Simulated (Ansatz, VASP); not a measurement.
HfOs3 in VASP and in Ansatz

File INCAR:

```
PREC = Accurate ; ENCUT = 520
EDIFF = 1E-7 ; ISMEAR = 0
SIGMA = 0.05 ; LREAL = False
LASPH = True ; NELM = 80
ALGO = Normal ; ISIF = 2
LWAVE = False ; LCHARG = False
GGA = PS ; NBANDS = 25
```

File KPOINTS:

```
regular mesh
0
Gamma
  8 8 8
```

POSCAR

```
HfOs3
1.0
    3.8806555464      0.0000000000      0.0000000000
    0.0000000000      3.8806555464      0.0000000000
    0.0000000000      0.0000000000      3.8806555464
Hf Os
1 3
Direct
    0.0000000000      0.0000000000      0.0000000000
    0.0000000000      0.5000000000      0.5000000000
    0.5000000000      0.5000000000      0.0000000000
    0.5000000000      0.0000000000      0.5000000000
```

Input for Ansatz:

```yaml
crystal:
  lattice:
    - [3.8806555464, 0.0, 0.0]
    - [0.0, 3.8806555464, 0.0]
    - [0.0, 0.0, 3.8806555464]
  atoms:
    - { symbol: Hf, position: [0.0, 0.0, 0.0] }
    - { symbol: Os, position: [0.0, 0.5, 0.5] }
    - { symbol: Os, position: [0.5, 0.5, 0.0] }
    - { symbol: Os, position: [0.5, 0.0, 0.5] }
basis:
  ecutwfc: 420
  ecutrho_ratio: 4
kpoints:
  mp_grid: { grid: [8, 8, 8] }
hamiltonian:
  xc: pbesol
scf:
  occupations: { method: gaussian, width: 0.05 }
output:
  forces: true
  stress: true
  eigenvalues: true
```

Alike in both runs: task single point; functional PBEsol; k mesh 8 × 8 × 8; occupations gaussian, width 0.05 eV; no spin polarisation.

```csv
,VASP,Ansatz
version,VASP 6.6.1,Ansatz 0.2.0
potentials or method,"VASP PAW PBE potentials, release 64 (Hf_pv, Os), cutoff 520 eV","scalar-relativistic, plane waves, PAW"
valence electrons in the cell,34,74
```

|  | VASP | Ansatz | Ansatz less VASP |
| --- | --- | --- | --- |
| gap on the k mesh at the Fermi level (eV) | none | none | - |
| pressure (GPa) | 13.8 | 13.9 | +0.09 |

VASP's potentials were made for PBE, not for PBEsol. A gap of «none» marks a metal or a gap that the smearing closes. VASP's potentials hold 34 valence electrons a cell and Ansatz's 74, so a difference there can come from the potentials and not from the codes.

Spin-orbit coupling is off throughout.
